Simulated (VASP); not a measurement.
# SnTe (F-43m) in VASP: a series of runs

Runs on SnTe. Level: PBEsol. Tasks: single point.

All numbers are computed with VASP 6.6.1; they aren't measurements. Logs are shortened: lines on timing, memory, paths and dates and some standing lists are left out, and cuts for length are marked.

### 1 The cell of the first run

The structure is cubic, space group F-43m (No. 216). Conventional cell: a = 7.294 Å, b = 7.294 Å, c = 7.294 Å, α = 90.00°, β = 90.00°, γ = 90.00°. Sn (site symmetry -43m) has 4 Te at 3.16 Å within 4.2 Å. Within 4.2 Å of Te (site symmetry -43m) lie 4 Sn at 3.16 Å.

### 2 Single point, PBEsol

Contents of INCAR:

```
  PREC = Accurate
  ENCUT = 520
  EDIFF = 1E-6
  ISMEAR = 0
  SIGMA = 0.01
  LREAL = F
  LASPH = T
  NELM = 100
  ALGO = Normal
  ISIF = 2
  LWAVE = F
  LCHARG = F
  GGA = PS
  NBANDS = 17
```

Contents of KPOINTS:

```
Automatic mesh
0
Gamma
  6 6 6
```

Contents of POSCAR:

```
SnTe
1.0
    0.0000000000      3.6469022462      3.6469022462
    3.6469022462      0.0000000000      3.6469022462
    3.6469022462      3.6469022462      0.0000000000
Sn Te
1 1
Direct
    0.0000000000      0.0000000000      0.0000000000
    0.7500000000      0.7500000000      0.7500000000
```

Potentials or basis: VASP PAW PBE potentials, release 64 (Sn_d, Te).

Started as:

```sh
cat potpaw_PBE.64/Sn_d/POTCAR potpaw_PBE.64/Te/POTCAR > POTCAR
mpirun -np 1 vasp_std > vasp.out
```

OUTCAR:

```text
PREC = Accurate
   ENCUT = 520
   EDIFF = 1E-6
   ISMEAR = 0
   LREAL = F
   LASPH = T
   NELM = 100
   ISIF = 2
   GGA = PS

 ion  position               nearest neighbor table
   1  0.000  0.000  0.000-   2 3.16   2 3.16   2 3.16   2 3.16
   2  0.750  0.750  0.750-   1 3.16   1 3.16   1 3.16   1 3.16

  LATTYP: Found a face centered cubic cell.
 ALAT       =     7.2938044924

  Lattice vectors:

 A1 = (   0.0000000000,   3.6469022462,   3.6469022462)
 A2 = (   3.6469022462,   0.0000000000,   3.6469022462)
 A3 = (   3.6469022462,   3.6469022462,   0.0000000000)

Analysis of symmetry for initial positions (statically):
=====================================================================
 Subroutine PRICEL returns:
 Original cell was already a primitive cell.

 Routine SETGRP: Setting up the symmetry group for a
 face centered cubic supercell.

 Subroutine GETGRP returns: Found 24 space group operations
 (whereof 24 operations were pure point group operations)
 out of a pool of 48 trial point group operations.

The static configuration has the point symmetry T_d .

Analysis of symmetry for dynamics (positions and initial velocities):
=====================================================================
 Subroutine PRICEL returns:
 Original cell was already a primitive cell.

 Routine SETGRP: Setting up the symmetry group for a
 face centered cubic supercell.

 Subroutine GETGRP returns: Found 24 space group operations
 (whereof 24 operations were pure point group operations)
 out of a pool of 48 trial point group operations.

The dynamic configuration has the point symmetry T_d .

 Subroutine INISYM returns: Found 24 space group operations
 (whereof 24 operations are pure point group operations),
 and found     1 'primitive' translations

----------------------------------------------------------------------------------------

                                     Primitive cell

  volume of cell :      97.0068

  direct lattice vectors                    reciprocal lattice vectors
     0.000000000  3.646902246  3.646902246    -0.137102660  0.137102660  0.137102660
     3.646902246  0.000000000  3.646902246     0.137102660 -0.137102660  0.137102660
     3.646902246  3.646902246  0.000000000     0.137102660  0.137102660 -0.137102660

  length of vectors
     5.157498617  5.157498617  5.157498617     0.237468774  0.237468774  0.237468774

  position of ions in fractional coordinates (direct lattice)
     0.000000000  0.000000000  0.000000000
     0.750000000  0.750000000  0.750000000

  ion indices of the primitive-cell ions
   primitive index   ion index
                 1           1
                 2           2

----------------------------------------------------------------------------------------

 KPOINTS: Automatic mesh

Automatic generation of k-mesh.
 Grid dimensions read from file:
 generate k-points for:    6    6    6

 Generating k-lattice:

  Cartesian coordinates                     Fractional coordinates (reciprocal lattice)
    -0.022850443  0.022850443  0.022850443     0.166666667  0.000000000  0.000000000
     0.022850443 -0.022850443  0.022850443     0.000000000  0.166666667  0.000000000
     0.022850443  0.022850443 -0.022850443     0.000000000  0.000000000  0.166666667

  Length of vectors
     0.039578129  0.039578129  0.039578129

  Shift w.r.t. Gamma in fractional coordinates (k-lattice)
     0.000000000  0.000000000  0.000000000

 Subroutine IBZKPT returns following result:
 ===========================================

 Found     16 irreducible k-points:

 Following reciprocal coordinates:
            Coordinates               Weight
  0.000000  0.000000  0.000000      1.000000
  0.166667  0.000000  0.000000      8.000000
  0.333333  0.000000  0.000000      8.000000
  0.500000  0.000000  0.000000      4.000000
  0.166667  0.166667  0.000000      6.000000
  0.333333  0.166667  0.000000     24.000000
[... 8 lines left out ...]
 -0.333333  0.333333  0.166667     24.000000
 -0.333333  0.500000  0.166667     12.000000
   k-points           NKPTS =     16   k-points in BZ     NKDIM =     16   number of bands    NBANDS=     17
   number of dos      NEDOS =    301   number of ions     NIONS =      2
   total plane-waves  NPLWV =  64000
   dimension x,y,z NGX =    40 NGY =   40 NGZ =   40
   dimension x,y,z NGXF=    80 NGYF=   80 NGZF=   80
   ions per type =               1   1
   NGX,Y,Z   is equivalent  to a cutoff of  12.89, 12.89, 12.89 a.u.
   NGXF,Y,Z  is equivalent  to a cutoff of  25.79, 25.79, 25.79 a.u.
 SYSTEM =  unknown system
   PREC   = accura    normal or accurate (medium, high low for compatibility)
   ISTART =      0    job   : 0-new  1-cont  2-samecut
   ICHARG =      2    charge: 1-file 2-atom 10-const
   ISPIN  =      1    spin polarized calculation?
   LNONCOLLINEAR =      F non collinear calculations
   LSORBIT =      F    spin-orbit coupling
   LASPH  =      T    aspherical Exc in radial PAW
   ENCUT  =  520.0 eV  38.22 Ry    6.18 a.u.   9.59  9.59  9.59*2*pi/ulx,y,z
   NELM   =    100;   NELMIN=  2; NELMDL= -5     # of ELM steps
   EDIFF  = 0.1E-05   stopping-criterion for ELM
   LREAL  =      F    real-space projection
[... 7 lines left out ...]
   TEBEG  =    0.0;   TEEND  =   0.0 temperature during run
   PSTRESS=    0.0 pullay stress
   NELECT =      20.0000    total number of electrons
   NUPDOWN=      -1.0000    fix difference up-down
   EMIN   =  10.00;   EMAX   =-10.00  energy-range for DOS
   EFERMI =   0.00;   METHOD = LEGACY
   ISMEAR =     0;   SIGMA  =   0.01  broadening in eV -4-tet -1-fermi 0-gaus
   EFERMI_NEDOS =   21; number of points for ismear=-14 and -15
   IALGO  =     38    algorithm
   IMIX   =      4    mixing-type and parameters
     AMIX     =   0.40;   BMIX     =  1.00
     AMIX_MAG =   1.60;   BMIX_MAG =  1.00
  volume/ion in A,a.u.               =      48.50       327.32
  Fermi-wavevector in a.u.,A,eV,Ry     =   0.967128  1.827607 12.726032  0.935337
  Thomas-Fermi vector in A             =   2.096988
   LORBIT       =      0    0 simple, 1 ext, 2 COOP (PROOUT), +10 PAW based schemes
   GGA     = PS    functional components
   LHFCALC =     F    Hartree Fock is set to
   AEXX    =    0.0000 exact exchange contribution
   IVDW    =     0    specifies the selected vdW correction
   LEPSILON=     F    determine dielectric tensor
   LRPA    =     F    only Hartree local field effects (RPA)
 non-spin polarized calculation
 Gauss-broadening in eV      SIGMA  =   0.01
  energy-cutoff  :      520.00
  volume of cell :       97.01
 maximum number of plane-waves:      2637
 NGX is ok and might be reduce to    40
   NGX = 19   NGY = 19   NGZ = 19

 number of electron      19.9999992 magnetization

 Free energy of the ion-electron system (eV)
  ---------------------------------------------------
  ext. energy  EPLUGINS =         0.00000000
  ---------------------------------------------------
  free energy    TOTEN  =        -7.57278222 eV

  energy without entropy =       -7.57278222  energy(sigma->0) =       -7.57278222

 E-fermi :   2.6557     XC(G=0):  -7.5060

 val. band max:        2.6070329495   @ k =  -0.3333   0.5000   0.1667
 cond. band min:       2.9038955826   @ k =   0.5000   0.5000   0.0000
 fundamental gap:      0.2968626331
 Fermi energy:         2.6556516889

 k-point     1 :       0.0000    0.0000    0.0000
  band No.  band energies     occupation
      1     -18.9111      2.00000
      2     -18.9111      2.00000
      3     -18.9111      2.00000
      4     -18.9035      2.00000
      5     -18.9035      2.00000
      6      -8.6054      2.00000
[... 9 lines left out ...]
     16       9.2116      0.00000
     17      10.3205      0.00000

 k-point     2 :       0.1667    0.0000    0.0000
  band No.  band energies     occupation
      1     -18.9114      2.00000
      2     -18.9108      2.00000
      3     -18.9108      2.00000
      4     -18.9035      2.00000
      5     -18.9035      2.00000
      6      -8.4973      2.00000
[... 9 lines left out ...]
     16       8.7081      0.00000
     17       9.8435      0.00000

 k-point     3 :       0.3333    0.0000    0.0000
  band No.  band energies     occupation
      1     -18.9119      2.00000
      2     -18.9102      2.00000
      3     -18.9102      2.00000
      4     -18.9034      2.00000
      5     -18.9034      2.00000
      6      -8.2483      2.00000
[... 9 lines left out ...]
     16       8.8315      0.00000
     17       9.9905      0.00000

 k-point     4 :       0.5000    0.0000    0.0000
  band No.  band energies     occupation
      1     -18.9122      2.00000
      2     -18.9100      2.00000
      3     -18.9100      2.00000
      4     -18.9033      2.00000
      5     -18.9033      2.00000
      6      -8.1008      2.00000
[... 9 lines left out ...]
     16       9.6081      0.00000
     17       9.6081      0.00000

 k-point     5 :       0.1667    0.1667    0.0000
  band No.  band energies     occupation
      1     -18.9119      2.00000
      2     -18.9105      2.00000
      3     -18.9105      2.00000
      4     -18.9037      2.00000
      5     -18.9034      2.00000
      6      -8.4602      2.00000
[... 9 lines left out ...]
     16       9.4790      0.00000
     17      10.8741      0.00000

 k-point     6 :       0.3333    0.1667    0.0000
  band No.  band energies     occupation
      1     -18.9124      2.00000
      2     -18.9100      2.00000
      3     -18.9099      2.00000
      4     -18.9037      2.00000
      5     -18.9032      2.00000
      6      -8.2525      2.00000
[... 9 lines left out ...]
     16       9.5851      0.00000
     17      10.6654      0.00000
[... 121 lines left out ...]
 k-point    13 :       0.5000    0.5000    0.0000
  band No.  band energies     occupation
      1     -18.9140      2.00000
      2     -18.9086      2.00000
      3     -18.9086      2.00000
      4     -18.9042      2.00000
      5     -18.9028      2.00000
      6      -7.8978      2.00000
[... 9 lines left out ...]
     16      10.9066      0.00000
     17      10.9066      0.00000

 k-point    14 :       0.5000    0.3333    0.1667
  band No.  band energies     occupation
      1     -18.9128      2.00000
      2     -18.9097      2.00000
      3     -18.9093      2.00000
      4     -18.9038      2.00000
      5     -18.9031      2.00000
      6      -8.0601      2.00000
[... 9 lines left out ...]
     16      10.0196      0.00000
     17      11.0472      0.00000

 k-point    15 :      -0.3333    0.3333    0.1667
  band No.  band energies     occupation
      1     -18.9128      2.00000
      2     -18.9097      2.00000
      3     -18.9090      2.00000
      4     -18.9037      2.00000
      5     -18.9032      2.00000
      6      -7.9507      2.00000
[... 9 lines left out ...]
     16       9.8629      0.00000
     17      10.9052      0.00000

 k-point    16 :      -0.3333    0.5000    0.1667
  band No.  band energies     occupation
      1     -18.9133      2.00000
      2     -18.9094      2.00000
      3     -18.9087      2.00000
      4     -18.9039      2.00000
      5     -18.9030      2.00000
      6      -7.8958      2.00000
[... 9 lines left out ...]
     16      10.5953      0.00000
     17      10.6260      0.00000

------------------------ aborting loop because EDIFF is reached ----------------------------------------

  FORCE on cell =-STRESS in cart. coord.  units (eV):
  Direction    XX          YY          ZZ          XY          YZ          ZX
  --------------------------------------------------------------------------------------
  -------------------------------------------------------------------------------------
  Total       -1.1912567     -1.1912567     -1.1912567      0.0000000      0.0000000     -0.0000000
  in kB      -19.6749467    -19.6749467    -19.6749467      0.0000000      0.0000000     -0.0000000
  external PRESSURE =     -19.6749467 kB  Pullay stress =       0.0000000 kB

 VOLUME and BASIS-vectors are now :
 -----------------------------------------------------------------------------
  energy-cutoff  :      520.00
  volume of cell :       97.01
      direct lattice vectors                 reciprocal lattice vectors
     0.000000000  3.646902246  3.646902246    -0.137102660  0.137102660  0.137102660
     3.646902246  0.000000000  3.646902246     0.137102660 -0.137102660  0.137102660
     3.646902246  3.646902246  0.000000000     0.137102660  0.137102660 -0.137102660

 POSITION                                       TOTAL-FORCE (eV/Angst)
 -----------------------------------------------------------------------------------
      0.00000      0.00000      0.00000        -0.000000      0.000000     -0.000000
      5.47035      5.47035      5.47035         0.000000     -0.000000      0.000000
 -----------------------------------------------------------------------------------
    total drift:                                0.000000      0.000000      0.000000

  FREE ENERGIE OF THE ION-ELECTRON SYSTEM (eV)
  ---------------------------------------------------
  free  energy   TOTEN  =        -7.5727822159 eV

  energy  without entropy=       -7.5727822159  energy(sigma->0) =       -7.57278222
```

Run time: 14 s. Hardware: 1 thread of Intel Xeon Platinum 8559C (Emerald Rapids), shared host; peak memory 0.24 GiB.

Results:

- Free energy: -7.5728 eV
- Pressure: -2.0 GPa
- Band gap on the k mesh: 0.30 eV, indirect (least direct gap 0.79 eV)

Caveat: the PAW data sets were made with another functional, which shifts forces and pressure a little; spin-orbit coupling is left out, which moves the levels of the heavy elements. A k mesh can miss the band edges.

### 3 Single point, PBEsol

This run uses another cell than the first one, of 49.92 Å³/atom, 1.029 times its volume.

Contents of INCAR:

```
PREC = Accurate
ENCUT = 520
EDIFF = 1E-7
ISMEAR = 0
SIGMA = 0.01
LREAL = F
LASPH = T
NELM = 80
ALGO = Normal
ISIF = 2
LWAVE = F
LCHARG = F
GGA = PS
NBANDS = 17
```

Contents of KPOINTS:

```
regular mesh
0
Gamma
  6 6 6
```

Contents of POSCAR:

```
SnTe
1.0
    0.0000000000      3.6819707652      3.6819707652
    3.6819707652      0.0000000000      3.6819707652
    3.6819707652      3.6819707652      0.0000000000
Sn Te
1 1
Direct
    0.0000000000      0.0000000000      0.0000000000
    0.7500000000      0.7500000000      0.7500000000
```

Potentials or basis: VASP PAW PBE potentials, release 64 (Sn_d, Te).

Started as:

```sh
cat potpaw_PBE.64/Sn_d/POTCAR potpaw_PBE.64/Te/POTCAR > POTCAR
mpirun -np 1 vasp_std > vasp.out
```

Run time: 16 s. Hardware: 1 thread of Intel Xeon Platinum 8559C (Emerald Rapids), shared host; peak memory 0.24 GiB.

The run converged. Its results:

```
Free energy            : -7.5338 eV
Pressure               : -2.5 GPa
Band gap on the k mesh : 0.36 eV, indirect (least direct gap 0.82 eV)
```

Levels at points of the mesh, in eV from the valence-band top:
```csv
k point,band 6,band 7,band 8,band 9,band 10,band 11,band 12,band 13,band 14,band 15
"(0.00, 0.00, 0.00)",-11.06,-5.17,-1.59,-1.59,-1.59,1.23,1.23,1.23,4.20,6.62
"(0.50, 0.00, 0.00)",-10.59,-6.69,-2.08,-2.08,-1.78,1.99,1.99,3.35,5.78,6.40
"(0.50, 0.50, 0.00)",-10.40,-7.02,-2.69,-2.69,-0.46,0.36,3.86,3.86,5.47,6.36
```

Caveat: the PAW data sets were made with another functional, which shifts forces and pressure a little; spin-orbit coupling is left out, which moves the levels of the heavy elements. A k mesh can miss the band edges.
